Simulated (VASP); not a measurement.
# V (R-3m) in VASP: further runs

The runs below take V through single point, with PBEsol.

Program: VASP 6.6.1. These are calculated values, not measurements. Logs are shortened: lines on timing, memory, paths and dates and some standing lists are left out, and cuts for length are marked.

## (1) The cell of the first run

It takes space group R-3m (No. 166, trigonal). The conventional cell has a = 3.625 Å, b = 3.625 Å, c = 8.880 Å, α = 90.00°, β = 90.00°, γ = 120.00°. Within 2.6 Å of V (site symmetry 3m) lie 4 V at 1.95 to 2.32 Å.

## (2) Single point, PBEsol (shortest bond scaled by 0.88)

Input file INCAR:

```
PREC = Accurate
ENCUT = 520
EDIFF = 1E-7
ISMEAR = -1
SIGMA = 0.05
LREAL = F
LASPH = T
NELM = 60
ALGO = Normal
ISIF = 2
LWAVE = F
LCHARG = F
GGA = PS
NBANDS = 20
```

Input file KPOINTS:

```
regular mesh
0
Gamma
  10 10 10
```

Input file POSCAR:

```
V
1.0
    0.0000000000      2.5635698487      2.5635698487
    2.5635698487      0.0000000000      2.5635698487
    2.5635698487      2.5635698487      0.0000000000
V
2
Direct
   -0.1700000000     -0.1100000000     -0.1100000000
    0.1700000000      0.1100000000      0.1100000000
```

Potentials or basis: VASP PAW PBE potentials, release 64 (V_sv).

The run is started by

```bash
> cat potpaw_PBE.64/V_sv/POTCAR > POTCAR
> mpirun -np 1 vasp_std > vasp.out
```

OUTCAR:

```text
PREC = Accurate
   ENCUT = 520
   EDIFF = 1E-7
   ISMEAR = -1
   LREAL = F
   LASPH = T
   NELM = 60
   ISIF = 2
   GGA = PS

 ion  position               nearest neighbor table
   1  0.830  0.890  0.890-   2 1.95   2 2.32   2 2.32   2 2.32
   2  0.170  0.110  0.110-   1 1.95   1 2.32   1 2.32   1 2.32

  LATTYP: Found a face centered cubic cell.
 ALAT       =     5.1271396974

  Lattice vectors:

 A1 = (   0.0000000000,   2.5635698487,   2.5635698487)
 A2 = (   2.5635698487,   0.0000000000,   2.5635698487)
 A3 = (   2.5635698487,   2.5635698487,   0.0000000000)

Analysis of symmetry for initial positions (statically):
=====================================================================
 Subroutine PRICEL returns:
 Original cell was already a primitive cell.

 Routine SETGRP: Setting up the symmetry group for a
 face centered cubic supercell.

 Subroutine GETGRP returns: Found 12 space group operations
 (whereof  4 operations were pure point group operations)
 out of a pool of 48 trial point group operations.

The static configuration has the point symmetry C_2h.
 The point group associated with its full space group is D_3d.

Analysis of symmetry for dynamics (positions and initial velocities):
=====================================================================
 Subroutine PRICEL returns:
 Original cell was already a primitive cell.

 Routine SETGRP: Setting up the symmetry group for a
 face centered cubic supercell.

 Subroutine GETGRP returns: Found 12 space group operations
 (whereof  4 operations were pure point group operations)
 out of a pool of 48 trial point group operations.

The dynamic configuration has the point symmetry C_2h.
 The point group associated with its full space group is D_3d.

 Subroutine INISYM returns: Found 12 space group operations
 (whereof  4 operations are pure point group operations),
 and found     1 'primitive' translations

----------------------------------------------------------------------------------------

                                     Primitive cell

  volume of cell :      33.6950

  direct lattice vectors                    reciprocal lattice vectors
     0.000000000  2.563569849  2.563569849    -0.195040521  0.195040521  0.195040521
     2.563569849  0.000000000  2.563569849     0.195040521 -0.195040521  0.195040521
     2.563569849  2.563569849  0.000000000     0.195040521  0.195040521 -0.195040521

  length of vectors
     3.625435248  3.625435248  3.625435248     0.337820093  0.337820093  0.337820093

  position of ions in fractional coordinates (direct lattice)
     0.830000000  0.890000000  0.890000000
     0.170000000  0.110000000  0.110000000

  ion indices of the primitive-cell ions
   primitive index   ion index
                 1           1
                 2           2

----------------------------------------------------------------------------------------

 KPOINTS: regular mesh

Automatic generation of k-mesh.
 Grid dimensions read from file:
 generate k-points for:   10   10   10

 Generating k-lattice:

  Cartesian coordinates                     Fractional coordinates (reciprocal lattice)
    -0.019504052  0.019504052  0.019504052     0.100000000  0.000000000  0.000000000
     0.019504052 -0.019504052  0.019504052     0.000000000  0.100000000  0.000000000
     0.019504052  0.019504052 -0.019504052     0.000000000  0.000000000  0.100000000

  Length of vectors
     0.033782009  0.033782009  0.033782009

  Shift w.r.t. Gamma in fractional coordinates (k-lattice)
     0.000000000  0.000000000  0.000000000

 Subroutine IBZKPT returns following result:
 ===========================================

 Found    116 irreducible k-points:

 Following reciprocal coordinates:
            Coordinates               Weight
  0.000000  0.000000  0.000000      1.000000
  0.100000  0.000000  0.000000      2.000000
  0.000000  0.100000  0.000000      6.000000
  0.200000  0.000000  0.000000      2.000000
  0.000000  0.200000  0.000000      6.000000
  0.300000  0.000000  0.000000      2.000000
[... 16 lines left out ...]
  0.000000  0.500000  0.100000     12.000000
  0.100000  0.000000  0.500000      6.000000
 [... further k-points ...]
   k-points           NKPTS =    116   k-points in BZ     NKDIM =    116   number of bands    NBANDS=     20
   number of dos      NEDOS =    301   number of ions     NIONS =      2
   total plane-waves  NPLWV =  21952
   dimension x,y,z NGX =    28 NGY =   28 NGZ =   28
   dimension x,y,z NGXF=    56 NGYF=   56 NGZF=   56
   ions per type =               2
   NGX,Y,Z   is equivalent  to a cutoff of  12.84, 12.84, 12.84 a.u.
   NGXF,Y,Z  is equivalent  to a cutoff of  25.68, 25.68, 25.68 a.u.
 SYSTEM =  unknown system
   PREC   = accura    normal or accurate (medium, high low for compatibility)
   ISTART =      0    job   : 0-new  1-cont  2-samecut
   ICHARG =      2    charge: 1-file 2-atom 10-const
   ISPIN  =      1    spin polarized calculation?
   LNONCOLLINEAR =      F non collinear calculations
   LSORBIT =      F    spin-orbit coupling
   LASPH  =      T    aspherical Exc in radial PAW
   ENCUT  =  520.0 eV  38.22 Ry    6.18 a.u.   6.74  6.74  6.74*2*pi/ulx,y,z
   NELM   =     60;   NELMIN=  2; NELMDL= -5     # of ELM steps
   EDIFF  = 0.1E-06   stopping-criterion for ELM
   LREAL  =      F    real-space projection
   EDIFFG = 0.1E-05   stopping-criterion for IOM
   NSW    =      0    number of steps for IOM
   IBRION =     -1    ionic relax: 0-MD 1-quasi-New 2-CG
   NFREE  =      0    steps in history (QN), initial steepest desc. (CG)
   ISIF   =      2    stress and relaxation
   ISYM   =      2    0-nonsym 1-usesym 2-fastsym
   POTIM  = 0.5000    time-step for ionic-motion
   TEBEG  =    0.0;   TEEND  =   0.0 temperature during run
   PSTRESS=    0.0 pullay stress
   NELECT =      26.0000    total number of electrons
   NUPDOWN=      -1.0000    fix difference up-down
   EMIN   =  10.00;   EMAX   =-10.00  energy-range for DOS
   EFERMI =   0.00;   METHOD = LEGACY
   ISMEAR =    -1;   SIGMA  =   0.05  broadening in eV -4-tet -1-fermi 0-gaus
   EFERMI_NEDOS =   21; number of points for ismear=-14 and -15
   IALGO  =     38    algorithm
   IMIX   =      4    mixing-type and parameters
     AMIX     =   0.40;   BMIX     =  1.00
     AMIX_MAG =   1.60;   BMIX_MAG =  1.00
  volume/ion in A,a.u.               =      16.85       113.69
  Fermi-wavevector in a.u.,A,eV,Ry     =   1.501565  2.837546 30.677020  2.254697
  Thomas-Fermi vector in A             =   2.612919
   LORBIT       =      0    0 simple, 1 ext, 2 COOP (PROOUT), +10 PAW based schemes
   GGA     = PS    functional components
   LHFCALC =     F    Hartree Fock is set to
   AEXX    =    0.0000 exact exchange contribution
   IVDW    =     0    specifies the selected vdW correction
   LEPSILON=     F    determine dielectric tensor
   LRPA    =     F    only Hartree local field effects (RPA)
 non-spin polarized calculation
  energy-cutoff  :      520.00
  volume of cell :       33.69
 maximum number of plane-waves:       934
   NGX = 13   NGY = 13   NGZ = 13

 number of electron      26.0000000 magnetization

 Free energy of the ion-electron system (eV)
  ---------------------------------------------------
  ext. energy  EPLUGINS =         0.00000000
  ---------------------------------------------------
  free energy    TOTEN  =       -14.53252708 eV

  energy without entropy =      -14.49920655  energy(sigma->0) =      -14.51586682

 E-fermi :   7.0507     XC(G=0): -11.5024

 val. band max:        7.0499297002   @ k =   0.5000   0.3000   0.0000
 cond. band min:       7.0518463437   @ k =   0.2000   0.0000   0.3000
 fundamental gap:      0.0019166434
 Fermi energy:         7.0506959135

 k-point     1 :       0.0000    0.0000    0.0000
  band No.  band energies     occupation
      1     -56.6288      2.00000
      2     -55.5348      2.00000
      3     -31.5695      2.00000
      4     -30.3286      2.00000
      5     -30.3286      2.00000
      6     -29.9594      2.00000
[... 12 lines left out ...]
     19      11.0956      0.00000
     20      19.4561      0.00000

 k-point     2 :       0.1000    0.0000    0.0000
  band No.  band energies     occupation
      1     -56.6050      2.00000
      2     -55.5614      2.00000
      3     -31.5486      2.00000
      4     -30.3952      2.00000
      5     -30.3952      2.00000
      6     -29.8908      2.00000
[... 12 lines left out ...]
     19      11.2176      0.00000
     20      18.3114      0.00000

 k-point     3 :       0.0000    0.1000    0.0000
  band No.  band energies     occupation
      1     -56.6176      2.00000
      2     -55.5469      2.00000
      3     -31.5688      2.00000
      4     -30.3708      2.00000
      5     -30.3402      2.00000
      6     -29.9487      2.00000
[... 12 lines left out ...]
     19      11.0987      0.00000
     20      18.6412      0.00000

 k-point     4 :       0.2000    0.0000    0.0000
  band No.  band energies     occupation
      1     -56.5361      2.00000
      2     -55.6374      2.00000
      3     -31.4930      2.00000
      4     -30.5156      2.00000
      5     -30.5156      2.00000
      6     -29.7647      2.00000
[... 12 lines left out ...]
     19      11.4579      0.00000
     20      16.6431      0.00000

 k-point     5 :       0.0000    0.2000    0.0000
  band No.  band energies     occupation
      1     -56.5869      2.00000
      2     -55.5797      2.00000
      3     -31.5661      2.00000
      4     -30.4619      2.00000
      5     -30.3680      2.00000
      6     -29.9233      2.00000
[... 12 lines left out ...]
     19      11.0627      0.00000
     20      16.4574      0.00000

 k-point     6 :       0.3000    0.0000    0.0000
  band No.  band energies     occupation
      1     -56.4304      2.00000
      2     -55.7520      2.00000
      3     -31.4221      2.00000
      4     -30.6230      2.00000
      5     -30.6230      2.00000
      6     -29.6503      2.00000
[... 12 lines left out ...]
     19      11.6524      0.00000
     20      14.8681      0.00000

 k-point     7 :       0.0000    0.3000    0.0000
  band No.  band energies     occupation
      1     -56.5460      2.00000
      2     -55.6233      2.00000
      3     -31.5610      2.00000
      4     -30.5570      2.00000
      5     -30.3983      2.00000
      6     -29.8958      2.00000
[... 12 lines left out ...]
     19      10.9079      0.00000
     20      14.3479      0.00000
[... 277 lines left out ...]
 k-point    20 :       0.0000    0.4000    0.1000
  band No.  band energies     occupation
      1     -56.5033      2.00000
      2     -55.6692      2.00000
      3     -31.5455      2.00000
      4     -30.6548      2.00000
      5     -30.3849      2.00000
      6     -29.9135      2.00000
[... 12 lines left out ...]
     19      10.8606      0.00000
     20      13.0882      0.00000

 k-point    21 :       0.1000    0.0000    0.4000
  band No.  band energies     occupation
      1     -56.5161      2.00000
      2     -55.6548      2.00000
      3     -31.5721      2.00000
      4     -30.5211      2.00000
      5     -30.4894      2.00000
      6     -29.8044      2.00000
[... 12 lines left out ...]
     19      10.9922      0.00000
     20      13.3073      0.00000

 k-point    22 :       0.5000    0.1000    0.0000
  band No.  band energies     occupation
      1     -56.2490      2.00000
      2     -55.9424      2.00000
      3     -31.3642      2.00000
      4     -30.7292      2.00000
      5     -30.6759      2.00000
      6     -29.5948      2.00000
[... 12 lines left out ...]
     19      11.7121      0.00000
     20      12.7593      0.00000

 k-point    23 :       0.0000    0.5000    0.1000
  band No.  band energies     occupation
      1     -56.4846      2.00000
      2     -55.6887      2.00000
      3     -31.5495      2.00000
      4     -30.6755      2.00000
      5     -30.4023      2.00000
      6     -29.8965      2.00000
[... 12 lines left out ...]
     19      10.7074      0.00000
     20      12.0138      0.00000

 k-point    24 :       0.1000    0.0000    0.5000
  band No.  band energies     occupation
      1     -56.4846      2.00000
      2     -55.6886      2.00000
      3     -31.5574      2.00000
      4     -30.6022      2.00000
      5     -30.4872      2.00000
      6     -29.8076      2.00000
[... 12 lines left out ...]
     19      10.7013      0.00000
     20      12.2116      0.00000

 [... further k-points ...]
[... 5 lines left out ...]
  --------------------------------------------------------------------------------------
  -------------------------------------------------------------------------------------
  Total        1.1126556      1.1126556      1.1126556     -1.7196674      1.7196674     -1.7196674
  in kB       52.9061137     52.9061137     52.9061137    -81.7691703     81.7691703    -81.7691703
  external PRESSURE =      52.9061137 kB  Pullay stress =       0.0000000 kB

 VOLUME and BASIS-vectors are now :
 -----------------------------------------------------------------------------
  energy-cutoff  :      520.00
  volume of cell :       33.69
      direct lattice vectors                 reciprocal lattice vectors
     0.000000000  2.563569849  2.563569849    -0.195040521  0.195040521  0.195040521
     2.563569849  0.000000000  2.563569849     0.195040521 -0.195040521  0.195040521
     2.563569849  2.563569849  0.000000000     0.195040521  0.195040521 -0.195040521

 POSITION                                       TOTAL-FORCE (eV/Angst)
 -----------------------------------------------------------------------------------
      4.56315      4.40934      4.40934         0.586616     -0.586616     -0.586616
      0.56399      0.71780      0.71780        -0.586616      0.586616      0.586616
 -----------------------------------------------------------------------------------
    total drift:                                0.000000      0.000000     -0.000000

  FREE ENERGIE OF THE ION-ELECTRON SYSTEM (eV)
  ---------------------------------------------------
  free  energy   TOTEN  =       -14.5325270791 eV

  energy  without entropy=      -14.4992065534  energy(sigma->0) =      -14.51586682
```

Run time: 1.7 min. Hardware: 1 thread of Intel Xeon 8259CL, shared host; peak memory 0.2 GiB.

What came out:

- Free energy: -14.5325 eV
- Pressure: 5.3 GPa
- Largest force: 1.016 eV/Å
- Band gap on the k mesh: zero (band 13 reaches 7.52 eV, above the bottom of band 14 at 5.86 eV)

Forces in eV/Å, atoms in the order of the input:
```
V    0.587 -0.587 -0.587
V   -0.587  0.587  0.587
```

Caveat: the cell differs from its parent crystal (shortest bond scaled by 0.88); the PAW data sets were made with another functional, which shifts forces and pressure a little.

## (3) Single point, PBEsol (shortest bond scaled by 0.82)

Input file INCAR:

```
SYSTEM = V
  ALGO = Normal
  EDIFF = 1E-6
  ENCUT = 520
  GGA = PS
  ISIF = 2
  ISMEAR = -1
  LASPH = .True.
  LCHARG = .False.
  LREAL = .False.
  LWAVE = .False.
  NBANDS = 20
  NELM = 80
  PREC = Accurate
  SIGMA = 0.05
```

Input file KPOINTS:

```
k-points
0
Gamma
  10 10 10
  0 0 0
```

Input file POSCAR:

```
V
1.0
    0.0000000000      2.5635698487      2.5635698487
    2.5635698487      0.0000000000      2.5635698487
    2.5635698487      2.5635698487      0.0000000000
V
2
Direct
   -0.1925000000     -0.1025000000     -0.1025000000
    0.1925000000      0.1025000000      0.1025000000
```

Potentials or basis: VASP PAW PBE potentials, release 64 (V_sv).

The run is started by

```bash
> cat potpaw_PBE.64/V_sv/POTCAR > POTCAR
> mpirun -np 1 vasp_std > vasp.out
```

Run time: 81 s. Hardware: 1 thread of Intel Xeon 8259CL, shared host; peak memory 0.2 GiB.

The run converged. Its results:

```
Free energy            : -14.5844 eV
Pressure               : 11.6 GPa
Largest force          : 0.759 eV/Å
Band gap on the k mesh : zero (band 13 reaches 7.46 eV, above the bottom of band 14 at 5.83 eV)
```

Forces on the atoms (eV/Å):
```
V   -0.438  0.438  0.438
V    0.438 -0.438 -0.438
```

Stress tensor (GPa, compression positive):
```
 11.56 -16.23 -16.23
-16.23  11.56  16.23
-16.23  16.23  11.56
```

Levels at points of the mesh, in eV from the Fermi level:
```
           k point  band 11  band 12  band 13  band 14  band 15  band 16
(0.00, 0.00, 0.00)    -1.46    -0.83    -0.83     0.19     1.71     1.71
(0.50, 0.00, 0.00)    -1.91    -1.52    -1.21    -1.21     1.77     2.29
(0.00, 0.50, 0.00)    -1.34    -1.27    -0.44    -0.32     0.39     2.29
(0.50, 0.50, 0.00)    -1.74    -0.44     0.33     0.37     1.32     1.45
```

Caveat: the cell differs from its parent crystal (shortest bond scaled by 0.82); the PAW data sets were made with another functional, which shifts forces and pressure a little.

## (4) Single point, PBEsol (shortest bond scaled by 0.82)

Input file INCAR:

```
  ALGO = Normal
  EDIFF = 1E-6
  ENCUT = 520
  GGA = PS
  ISIF = 2
  ISMEAR = -1
  LASPH = True
  LCHARG = False
  LREAL = False
  LWAVE = False
  NBANDS = 20
  NELM = 80
  PREC = Accurate
  SIGMA = 0.05
```

Input file KPOINTS:

```
k-points
0
Gamma
  10 10 10
```

POSCAR is that of step 3.

The run is started by

```bash
> cat potpaw_PBE.64/V_sv/POTCAR > POTCAR
> mpirun -np 1 vasp_std > vasp.out
```

Run time: 90 s. Hardware: 1 thread of Intel Xeon 8259CL, shared host; peak memory 0.2 GiB.

The run converged. Its results:

| Quantity | Value |
| --- | --- |
| Free energy | -14.5844 eV |
| Pressure | 11.6 GPa |
| Largest force | 0.759 eV/Å |
| Band gap on the k mesh | zero (band 13 reaches 7.46 eV, above the bottom of band 14 at 5.83 eV) |

Forces on the atoms (eV/Å):
```
V   -0.438  0.438  0.438
V    0.438 -0.438 -0.438
```

Stress tensor (GPa, compression positive):
```
 11.56 -16.23 -16.23
-16.23  11.56  16.23
-16.23  16.23  11.56
```

Levels at points of the mesh, in eV from the Fermi level:
| k point | band 11 | band 12 | band 13 | band 14 | band 15 | band 16 |
| --- | --- | --- | --- | --- | --- | --- |
| (0.00, 0.00, 0.00) | -1.46 | -0.83 | -0.83 | 0.19 | 1.71 | 1.71 |
| (0.50, 0.00, 0.00) | -1.91 | -1.52 | -1.21 | -1.21 | 1.77 | 2.29 |
| (0.00, 0.50, 0.00) | -1.34 | -1.27 | -0.44 | -0.32 | 0.39 | 2.29 |
| (0.50, 0.50, 0.00) | -1.74 | -0.44 | 0.33 | 0.37 | 1.32 | 1.45 |

Caveat: the cell differs from its parent crystal (shortest bond scaled by 0.82); the PAW data sets were made with another functional, which shifts forces and pressure a little.
